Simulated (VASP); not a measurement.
# GaAs in VASP: notebook, part 2 of 2

VASP 6.6.1. Earlier steps stand in the parts before.

## 3. Single point, PBE (uniaxial z strain -3.0%)

Input file INCAR:

```
SYSTEM = GaAs
PREC = Accurate
ENCUT = 520
EDIFF = 1E-7
ISMEAR = 0
SIGMA = 0.01
LREAL = .FALSE.
LASPH = .TRUE.
NELM = 60
ALGO = Normal
ISIF = 2
LWAVE = .FALSE.
LCHARG = .FALSE.
GGA = PE
NBANDS = 16
```

Input file KPOINTS:

```
regular mesh
0
G
  4 4 4
  0 0 0
```

Input file POSCAR:

```
GaAs
1.0
    0.0000000000      2.8330850955      2.7480925426
    2.8330850955      0.0000000000      2.7480925426
    2.8330850955      2.8330850955      0.0000000000
Ga As
1 1
Direct
    0.0000000000      0.0000000000      0.0000000000
    0.2500000000      0.2500000000      0.2500000000
```

Potentials or basis: VASP PAW PBE potentials, release 64 (Ga_d, As).

Started as:

```
> cat potpaw_PBE.64/Ga_d/POTCAR potpaw_PBE.64/As/POTCAR > POTCAR
> mpirun -np 1 vasp_std > vasp.out
```

OUTCAR:

```text
SYSTEM = GaAs
   PREC = Accurate
   ENCUT = 520
   EDIFF = 1E-7
   ISMEAR = 0
   LREAL = .FALSE.
   LASPH = .TRUE.
   NELM = 60
   ISIF = 2
   GGA = PE

 ion  position               nearest neighbor table
   1  0.000  0.000  0.000-   2 2.43   2 2.43   2 2.43   2 2.43
   2  0.250  0.250  0.250-   1 2.43   1 2.43   1 2.43   1 2.43

  LATTYP: Found a body centered tetragonal cell.
 ALAT       =     4.0065873654
 C/A-ratio  =     1.3717871555

  Lattice vectors:

 A1 = (   0.0000000000,  -2.8330850955,  -2.7480925426)
 A2 = (   0.0000000000,   2.8330850955,  -2.7480925426)
 A3 = (   2.8330850955,   0.0000000000,   2.7480925426)

Analysis of symmetry for initial positions (statically):
=====================================================================
 Subroutine PRICEL returns:
 Original cell was already a primitive cell.

 Routine SETGRP: Setting up the symmetry group for a
 body centered tetragonal supercell.

 Subroutine GETGRP returns: Found  8 space group operations
 (whereof  8 operations were pure point group operations)
 out of a pool of 16 trial point group operations.

The static configuration has the point symmetry D_2d.

Analysis of symmetry for dynamics (positions and initial velocities):
[... 147 lines left out ...]

 E-fermi :   4.4474     XC(G=0):  -9.6696

 val. band max:        4.3220306831   @ k =   0.0000   0.0000   0.0000
 cond. band min:       4.8930697721   @ k =   0.0000   0.0000   0.0000
 fundamental gap:      0.5710390890
 Fermi energy:         4.4473709637

 k-point     1 :       0.0000    0.0000    0.0000
  band No.  band energies     occupation
      1     -10.7017      2.00000
      2     -10.7017      2.00000
      3     -10.6937      2.00000
      4     -10.6183      2.00000
      5     -10.6131      2.00000
      6      -8.6927      2.00000
[... 224 lines left out ...]
      3     -10.6510      2.00000
      4     -10.6228      2.00000
      5     -10.6152      2.00000
      6      -6.0349      2.00000
[... 8 lines left out ...]
     15      16.1886      0.00000
     16      17.4145      0.00000

------------------------ aborting loop because EDIFF is reached ----------------------------------------

  FORCE on cell =-STRESS in cart. coord.  units (eV):
  Direction    XX          YY          ZZ          XY          YZ          ZX
  --------------------------------------------------------------------------------------
  -------------------------------------------------------------------------------------
  Total        1.4057534      1.4057534      1.8819929      0.0000000      0.0000000      0.0000000
  in kB       51.0550997     51.0550997     68.3514887      0.0000000      0.0000000      0.0000000
  external PRESSURE =      56.8205627 kB  Pullay stress =       0.0000000 kB

 VOLUME and BASIS-vectors are now :
 -----------------------------------------------------------------------------
  energy-cutoff  :      520.00
  volume of cell :       44.11
      direct lattice vectors                 reciprocal lattice vectors
     0.000000000  2.833085095  2.748092543    -0.176486051  0.176486051  0.181944382
     2.833085095  0.000000000  2.748092543     0.176486051 -0.176486051  0.181944382
     2.833085095  2.833085095  0.000000000     0.176486051  0.176486051 -0.181944382

 POSITION                                       TOTAL-FORCE (eV/Angst)
 -----------------------------------------------------------------------------------
      0.00000      0.00000      0.00000        -0.000000     -0.000000     -0.000000
      1.41654      1.41654      1.37405         0.000000      0.000000      0.000000
 -----------------------------------------------------------------------------------
    total drift:                                0.000002      0.000002     -0.000000

  FREE ENERGIE OF THE ION-ELECTRON SYSTEM (eV)
  ---------------------------------------------------
  free  energy   TOTEN  =        -8.0369827874 eV

  energy  without entropy=       -8.0369827874  energy(sigma->0) =       -8.03698279
```

It took 10 s on 1 thread of Intel Xeon Platinum 8559C (Emerald Rapids), shared host; peak memory 0.14 GiB.

What came out:

- Free energy: -8.0370 eV
- Pressure: 5.7 GPa
- Band gap on the k mesh: 0.57 eV, direct

Stress tensor (GPa, compression positive):
```
5.11 0.00 0.00
0.00 5.11 0.00
0.00 0.00 6.84
```

Caveat: the k points lie up to 0.49 Å⁻¹ apart; the cell differs from its parent crystal (uniaxial z strain -3.0%). A k mesh can miss the band edges.

## 4. Single point, PBE

Input file INCAR:

```
SYSTEM = GaAs
PREC = Accurate
ENCUT = 520
EDIFF = 1E-6
ISMEAR = -1
SIGMA = 0.02
LREAL = .False.
LASPH = .True.
NELM = 80
ALGO = Normal
ISIF = 2
LWAVE = .False.
LCHARG = .False.
GGA = PE
NBANDS = 16
```

Input file KPOINTS:

```
Automatic mesh
0
Gamma
  8 8 8
  0 0 0
```

Input file POSCAR:

```
GaAs
1.0
    0.0000000000      2.8330850955      2.8330850955
    2.8330850955      0.0000000000      2.8330850955
    2.8330850955      2.8330850955      0.0000000000
Ga As
1 1
Direct
    0.0000000000      0.0000000000      0.0000000000
    0.2500000000      0.2500000000      0.2500000000
```

Started as:

```
> cat potpaw_PBE.64/Ga_d/POTCAR potpaw_PBE.64/As/POTCAR > POTCAR
> mpirun -np 1 vasp_std > vasp.out
```

Wall time 14 s (1 thread of Intel Xeon Platinum 8559C (Emerald Rapids), shared host); peak memory 0.16 GiB.

It converged, with:

- Free energy: -8.2531 eV
- Pressure: 2.9 GPa
- Band gap on the k mesh: 0.47 eV, direct

Levels at points of the mesh, in eV from the valence-band top:
| k point | band 6 | band 7 | band 8 | band 9 | band 10 | band 11 | band 12 | band 13 |
| --- | --- | --- | --- | --- | --- | --- | --- | --- |
| (0.00, 0.00, 0.00) | -12.68 | 0.00 | 0.00 | 0.00 | 0.47 | 3.73 | 3.73 | 3.73 |
| (0.50, 0.00, 0.00) | -10.93 | -6.60 | -1.13 | -1.13 | 0.98 | 4.63 | 4.63 | 7.75 |
| (0.50, 0.50, 0.00) | -10.20 | -6.79 | -2.66 | -2.66 | 1.48 | 1.66 | 10.11 | 10.11 |

As with any semilocal functional, this PBE gap is likely too small.

## 5. Single point, r2SCAN

POSCAR is that of step 4.

Input file INCAR.step1:

```
PREC = Accurate ; ENCUT = 520
ISMEAR = 0 ; SIGMA = 0.01
LREAL = False ; LASPH = True
NELM = 80 ; NBANDS = 16
GGA = PE ; ALGO = Normal
EDIFF = 1E-4 ; LWAVE = True
LCHARG = False
```

Input file INCAR.step2:

```
PREC = Accurate ; ENCUT = 520
EDIFF = 1E-6 ; ISMEAR = 0
SIGMA = 0.01 ; LREAL = False
LASPH = True ; NELM = 80
ALGO = Normal ; ISIF = 2
LWAVE = False ; LCHARG = False
METAGGA = R2SCAN ; LMIXTAU = True
NBANDS = 16 ; ISTART = 1
```

Input file KPOINTS:

```
regular mesh
0
Gamma
  8 8 8
```

Started as:

```
> cat potpaw_PBE.64/Ga_d/POTCAR potpaw_PBE.64/As/POTCAR > POTCAR
> cp INCAR.step1 INCAR
> mpirun -np 1 vasp_std > vasp.out
> cp INCAR.step2 INCAR
> mpirun -np 1 vasp_std > vasp.out
```

Wall time 60 s (1 thread of Intel Xeon Platinum 8559C (Emerald Rapids), shared host); peak memory 0.18 GiB.

It converged, with:

- Free energy: -27.0533 eV
- Pressure: 0.1 GPa
- Band gap on the k mesh: 0.94 eV, direct

Levels at points of the mesh, in eV from the valence-band top:
```
           k point  band 7  band 8  band 9  band 10  band 11  band 12
(0.00, 0.00, 0.00)    0.00    0.00    0.00     0.94     4.04     4.04
(0.50, 0.00, 0.00)   -6.78   -1.17   -1.17     1.34     4.99     4.99
(0.50, 0.50, 0.00)   -6.96   -2.75   -2.75     1.77     1.95    10.81
```

Caveat: the PAW data sets were made with another functional, which shifts forces and pressure a little. A k mesh can miss the band edges.

## 6. The runs side by side

| level | cell | k mesh | smearing | gap on the mesh (eV) | pressure (GPa) |
| --- | --- | --- | --- | --- | --- |
| PBE | a = 4.007 Å, angles 60.0°, 2 atoms | 4 × 4 × 4 | gaussian 0.01 eV | 0.46 | 3.2 |
| PBE | a = 3.947, b = 3.947, c = 4.007 Å, angles 59.5, 59.5, 61.0°, 2 atoms | 4 × 4 × 4 | gaussian 0.01 eV | 0.57 | 5.7 |
| PBE | a = 4.007 Å, angles 60.0°, 2 atoms | 8 × 8 × 8 | fermi-dirac 0.02 eV | 0.47 | 2.9 |
| r2SCAN | a = 4.007 Å, angles 60.0°, 2 atoms | 8 × 8 × 8 | gaussian 0.01 eV | 0.94 | 0.1 |

Alike in all rows: task single point; potentials or basis VASP PAW PBE potentials, release 64 (Ga_d, As); no spin polarisation; cutoff (eV) 520.

Caveats: some runs use coarse meshes; the PAW data sets were made with another functional, which shifts forces and pressure a little (some runs).

Absolute energies hang on the potentials; compare differences alone.
